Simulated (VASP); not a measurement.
# InP (F-43m) in VASP: single point with PBE

Aim: the single point of InP with PBE.

All numbers are computed with VASP 6.6.1; they aren't measurements. Logs are shortened: lines on timing, memory, paths and dates and some standing lists are left out, and cuts for length are marked.

**1. The cell of the first run**

It takes space group F-43m (No. 216, cubic). Conventional cell: a = 5.960 Å, b = 5.960 Å, c = 5.960 Å, α = 90.00°, β = 90.00°, γ = 90.00°. Within 3.4 Å of In (site symmetry -43m) lie 4 P at 2.58 Å. Within 3.4 Å of P (site symmetry -43m) lie 4 In at 2.58 Å.

**2. Single point, PBE**

INCAR reads:

```
SYSTEM = InP
PREC = Accurate ; ENCUT = 520
EDIFF = 1E-6 ; ISMEAR = 0
SIGMA = 0.02 ; LREAL = Auto
LASPH = .True. ; NELM = 100
ALGO = Normal ; ISIF = 2
LWAVE = .False. ; LCHARG = .False.
GGA = PE ; NBANDS = 86
```

KPOINTS reads:

```
Automatic mesh
0
Gamma
  4 4 4
  0 0 0
```

POSCAR reads:

```
InP
1.0
    0.0000000000      5.9597880289     -5.9597880289
    5.9597880289      5.9597880289      0.0000000000
    5.9597880289      0.0000000000     -5.9597880289
In P
8 8
Direct
    0.5000000000      0.5000000000      0.0000000000
    0.5000000000      0.0000000000      0.0000000000
    1.0000000000      0.5000000000      0.0000000000
    1.0000000000      0.0000000000      0.0000000000
    0.5000000000      0.5000000000      0.5000000000
    0.5000000000      0.0000000000      0.5000000000
    1.0000000000      0.5000000000      0.5000000000
    1.0000000000      0.0000000000      0.5000000000
    0.3750000000      0.3750000000      0.3750000000
    0.3750000000      0.8750000000      0.3750000000
    0.8750000000      0.3750000000      0.3750000000
    0.8750000000      0.8750000000      0.3750000000
    0.3750000000      0.3750000000      0.8750000000
    0.3750000000      0.8750000000      0.8750000000
    0.8750000000      0.3750000000      0.8750000000
    0.8750000000      0.8750000000      0.8750000000
```

Potentials or basis: VASP PAW PBE potentials, release 64 (In_d, P).

On the command line:

```console
cat potpaw_PBE.64/In_d/POTCAR potpaw_PBE.64/P/POTCAR > POTCAR
mpirun -np 1 vasp_std > vasp.out
```

OUTCAR:

```text
SYSTEM = InP
   PREC = Accurate
   ENCUT = 520
   EDIFF = 1E-6
   ISMEAR = 0
   LREAL = Auto
   LASPH = .True.
   NELM = 100
   ISIF = 2
   GGA = PE

 ion  position               nearest neighbor table
   1  0.500  0.500  0.000-   9 2.58  13 2.58  14 2.58  15 2.58
   2  0.500  0.000  0.000-  10 2.58  13 2.58  14 2.58  16 2.58
   3  0.000  0.500  0.000-  11 2.58  13 2.58  15 2.58  16 2.58
   4  0.000  0.000  0.000-  12 2.58  14 2.58  15 2.58  16 2.58
   5  0.500  0.500  0.500-   9 2.58  10 2.58  11 2.58  13 2.58
   6  0.500  0.000  0.500-   9 2.58  10 2.58  12 2.58  14 2.58
[... 8 lines left out ...]
  15  0.875  0.375  0.875-   1 2.58   3 2.58   4 2.58   7 2.58
  16  0.875  0.875  0.875-   2 2.58   3 2.58   4 2.58   8 2.58

  LATTYP: Found a face centered cubic cell.
 ALAT       =    11.9195760578

  Lattice vectors:

 A1 = (   0.0000000000,   5.9597880289,  -5.9597880289)
 A2 = (   5.9597880289,   5.9597880289,   0.0000000000)
 A3 = (   5.9597880289,   0.0000000000,  -5.9597880289)

Analysis of symmetry for initial positions (statically):
=====================================================================
 Subroutine PRICEL returns following result:

  LATTYP: Found a face centered cubic cell.
 ALAT       =     5.9597880289

  Lattice vectors:

 A1 = (   0.0000000000,   2.9798940144,  -2.9798940144)
 A2 = (   2.9798940144,   2.9798940144,   0.0000000000)
 A3 = (   2.9798940144,   0.0000000000,  -2.9798940144)

   8 primitive cells build up your supercell.

 Routine SETGRP: Setting up the symmetry group for a
 face centered cubic supercell.

 Subroutine GETGRP returns: Found 24 space group operations
 (whereof 24 operations were pure point group operations)
 out of a pool of 48 trial point group operations.

The static configuration has the point symmetry T_d .

Analysis of symmetry for dynamics (positions and initial velocities):
=====================================================================
 Subroutine PRICEL returns following result:

  LATTYP: Found a face centered cubic cell.
 ALAT       =     5.9597880289

  Lattice vectors:

 A1 = (   0.0000000000,   2.9798940144,  -2.9798940144)
 A2 = (   2.9798940144,   2.9798940144,   0.0000000000)
 A3 = (   2.9798940144,   0.0000000000,  -2.9798940144)

   8 primitive cells build up your supercell.

 Routine SETGRP: Setting up the symmetry group for a
 face centered cubic supercell.

 Subroutine GETGRP returns: Found 24 space group operations
 (whereof 24 operations were pure point group operations)
 out of a pool of 48 trial point group operations.

The dynamic configuration has the point symmetry T_d .

 Subroutine INISYM returns: Found 24 space group operations
 (whereof 24 operations are pure point group operations),
 and found     8 'primitive' translations

----------------------------------------------------------------------------------------

                                     Primitive cell

  volume of cell :      52.9215

  direct lattice vectors                    reciprocal lattice vectors
     0.000000000  2.979894014 -2.979894014    -0.167791202  0.167791202 -0.167791202
     2.979894014  2.979894014  0.000000000     0.167791202  0.167791202  0.167791202
     2.979894014  0.000000000 -2.979894014     0.167791202 -0.167791202 -0.167791202

  length of vectors
     4.214206530  4.214206530  4.214206530     0.290622888  0.290622888  0.290622888

  position of ions in fractional coordinates (direct lattice)
     0.000000000  0.000000000  0.000000000
     0.750000000  0.750000000  0.750000000

  ion indices of the primitive-cell ions
   primitive index   ion index
                 1           1
                 2          13

----------------------------------------------------------------------------------------

 KPOINTS: Automatic mesh

Automatic generation of k-mesh.
 Grid dimensions read from file:
 generate k-points for:    4    4    4

 Generating k-lattice:

  Cartesian coordinates                     Fractional coordinates (reciprocal lattice)
    -0.020973900  0.020973900 -0.020973900     0.250000000  0.000000000  0.000000000
     0.020973900  0.020973900  0.020973900     0.000000000  0.250000000  0.000000000
     0.020973900 -0.020973900 -0.020973900     0.000000000  0.000000000  0.250000000

  Length of vectors
     0.036327861  0.036327861  0.036327861

  Shift w.r.t. Gamma in fractional coordinates (k-lattice)
     0.000000000  0.000000000  0.000000000

 Subroutine IBZKPT returns following result:
 ===========================================

 Found      8 irreducible k-points:

 Following reciprocal coordinates:
            Coordinates               Weight
  0.000000  0.000000  0.000000      1.000000
  0.250000  0.000000  0.000000      8.000000
  0.500000  0.000000  0.000000      4.000000
  0.250000  0.250000  0.000000      6.000000
  0.500000  0.250000  0.000000     24.000000
 -0.250000  0.250000  0.000000     12.000000
  0.500000  0.500000  0.000000      3.000000
 -0.250000  0.500000  0.250000      6.000000
   k-points           NKPTS =      8   k-points in BZ     NKDIM =      8   number of bands    NBANDS=     86
   number of dos      NEDOS =    301   number of ions     NIONS =     16
   total plane-waves  NPLWV = 262144
   dimension x,y,z NGX =    64 NGY =   64 NGZ =   64
   dimension x,y,z NGXF=   128 NGYF=  128 NGZF=  128
   ions per type =               8   8
   NGX,Y,Z   is equivalent  to a cutoff of  12.62, 12.62, 12.62 a.u.
   NGXF,Y,Z  is equivalent  to a cutoff of  25.25, 25.25, 25.25 a.u.
 SYSTEM =  InP
   PREC   = accura    normal or accurate (medium, high low for compatibility)
   ISTART =      0    job   : 0-new  1-cont  2-samecut
   ICHARG =      2    charge: 1-file 2-atom 10-const
   ISPIN  =      1    spin polarized calculation?
   LNONCOLLINEAR =      F non collinear calculations
   LSORBIT =      F    spin-orbit coupling
   LASPH  =      T    aspherical Exc in radial PAW
   ENCUT  =  520.0 eV  38.22 Ry    6.18 a.u.  15.67 15.67 15.67*2*pi/ulx,y,z
   NELM   =    100;   NELMIN=  2; NELMDL= -5     # of ELM steps
   EDIFF  = 0.1E-05   stopping-criterion for ELM
   LREAL  =      T    real-space projection
   EDIFFG = 0.1E-04   stopping-criterion for IOM
   NSW    =      0    number of steps for IOM
   IBRION =     -1    ionic relax: 0-MD 1-quasi-New 2-CG
   NFREE  =      0    steps in history (QN), initial steepest desc. (CG)
   ISIF   =      2    stress and relaxation
   ISYM   =      2    0-nonsym 1-usesym 2-fastsym
   POTIM  = 0.5000    time-step for ionic-motion
   TEBEG  =    0.0;   TEEND  =   0.0 temperature during run
   PSTRESS=    0.0 pullay stress
   NELECT =     144.0000    total number of electrons
   NUPDOWN=      -1.0000    fix difference up-down
   EMIN   =  10.00;   EMAX   =-10.00  energy-range for DOS
   EFERMI =   0.00;   METHOD = LEGACY
   ISMEAR =     0;   SIGMA  =   0.02  broadening in eV -4-tet -1-fermi 0-gaus
   EFERMI_NEDOS =   21; number of points for ismear=-14 and -15
   IALGO  =     38    algorithm
   IMIX   =      4    mixing-type and parameters
     AMIX     =   0.40;   BMIX     =  1.00
     AMIX_MAG =   1.60;   BMIX_MAG =  1.00
  volume/ion in A,a.u.               =      26.46       178.57
  Fermi-wavevector in a.u.,A,eV,Ry     =   1.142760  2.159502 17.767839  1.305899
  Thomas-Fermi vector in A             =   2.279457
   LORBIT       =      0    0 simple, 1 ext, 2 COOP (PROOUT), +10 PAW based schemes
   GGA     = PE    functional components
   LHFCALC =     F    Hartree Fock is set to
   AEXX    =    0.0000 exact exchange contribution
   IVDW    =     0    specifies the selected vdW correction
   LEPSILON=     F    determine dielectric tensor
   LRPA    =     F    only Hartree local field effects (RPA)
 non-spin polarized calculation
 Gauss-broadening in eV      SIGMA  =   0.02
  energy-cutoff  :      520.00
  volume of cell :      423.37
 maximum number of plane-waves:     11527
 NGX is ok and might be reduce to    64
   NGX = 31   NGY = 31   NGZ = 31

 number of electron     144.0000037 magnetization

 Free energy of the ion-electron system (eV)
  ---------------------------------------------------
  ext. energy  EPLUGINS =         0.00000000
  ---------------------------------------------------
  free energy    TOTEN  =       -67.26197274 eV

  energy without entropy =      -67.26197274  energy(sigma->0) =      -67.26197274

 E-fermi :   4.7628     XC(G=0):  -9.0619

 val. band max:        4.6562927916   @ k =   0.0000   0.0000   0.0000
 cond. band min:       5.0941990888   @ k =   0.0000   0.0000   0.0000
 fundamental gap:      0.4379062971
 Fermi energy:         4.7628392941

 k-point     1 :       0.0000    0.0000    0.0000
  band No.  band energies     occupation
      1      -9.5953      2.00000
      2      -9.5953      2.00000
      3      -9.5953      2.00000
      4      -9.5369      2.00000
      5      -9.5369      2.00000
      6      -9.5369      2.00000
[... 76 lines left out ...]
     83       6.9194      0.00000
     84       8.7449      0.00000

 k-point     2 :       0.2500    0.0000    0.0000
  band No.  band energies     occupation
      1      -9.5835      2.00000
      2      -9.5835      2.00000
      3      -9.5835      2.00000
      4      -9.5404      2.00000
      5      -9.5404      2.00000
      6      -9.5404      2.00000
[... 511 lines left out ...]
     83       8.9420      0.00000
     84       8.9420      0.00000

 k-point     8 :      -0.2500    0.5000    0.2500
  band No.  band energies     occupation
      1      -9.5558      2.00000
      2      -9.5558      2.00000
      3      -9.5558      2.00000
      4      -9.5558      2.00000
      5      -9.5223      2.00000
      6      -9.5223      2.00000
[... 76 lines left out ...]
     83       8.1814      0.00000
     84       8.1814      0.00000
 [bands above 84 left out]

------------------------ aborting loop because EDIFF is reached ----------------------------------------

  FORCE on cell =-STRESS in cart. coord.  units (eV):
  Direction    XX          YY          ZZ          XY          YZ          ZX
  --------------------------------------------------------------------------------------
  -------------------------------------------------------------------------------------
  Total       -0.0717418     -0.0717418     -0.0717418      0.0000000      0.0000000      0.0000000
  in kB       -0.2714939     -0.2714939     -0.2714939      0.0000000      0.0000000      0.0000000
  external PRESSURE =      -0.2714939 kB  Pullay stress =       0.0000000 kB

 VOLUME and BASIS-vectors are now :
 -----------------------------------------------------------------------------
  energy-cutoff  :      520.00
  volume of cell :      423.37
      direct lattice vectors                 reciprocal lattice vectors
     0.000000000  5.959788029 -5.959788029    -0.083895601  0.083895601 -0.083895601
     5.959788029  5.959788029  0.000000000     0.083895601  0.083895601  0.083895601
     5.959788029  0.000000000 -5.959788029     0.083895601 -0.083895601 -0.083895601

 POSITION                                       TOTAL-FORCE (eV/Angst)
 -----------------------------------------------------------------------------------
      2.97989      5.95979     -2.97989        -0.000000      0.000000      0.000000
      0.00000      2.97989     -2.97989        -0.000000      0.000000      0.000000
      2.97989      2.97989      0.00000        -0.000000      0.000000      0.000000
      0.00000      0.00000      0.00000        -0.000000      0.000000      0.000000
      5.95979      5.95979     -5.95979        -0.000000      0.000000      0.000000
      2.97989      2.97989     -5.95979        -0.000000      0.000000      0.000000
[... 8 lines left out ...]
      7.44974      7.44974    -10.42963         0.000000     -0.000000     -0.000000
     10.42963     10.42963    -10.42963         0.000000     -0.000000     -0.000000
 -----------------------------------------------------------------------------------
    total drift:                                0.000002      0.000002     -0.000002

  FREE ENERGIE OF THE ION-ELECTRON SYSTEM (eV)
  ---------------------------------------------------
  free  energy   TOTEN  =       -67.2619727425 eV

  energy  without entropy=      -67.2619727425  energy(sigma->0) =      -67.26197274
```

Run time: 8.6 min. Hardware: 1 thread of Intel Xeon Platinum 8259CL at 2.50GHz (Skylake/Cascade Lake), shared host; peak memory 0.64 GiB.

Results:

```yaml
Free_energy: -67.2620 eV
Pressure: 0.0 GPa
Band_gap_on_the_k_mesh: 0.44 eV
```

Levels at points of the mesh, in eV from the valence-band top:
```
           k point  band 70  band 71  band 72  band 73  band 74  band 75
(0.00, 0.00, 0.00)     0.00     0.00     0.00     0.44     1.38     1.38
(0.50, 0.00, 0.00)    -0.51    -0.51    -0.51     1.65     1.65     2.54
(0.50, 0.50, 0.00)    -0.95    -0.95    -0.95     2.52     2.52     2.88
```

Caveat: semilocal functionals underestimate gaps, and a narrow one can read as zero; spin-orbit coupling is left out, which moves the levels of the heavy elements.
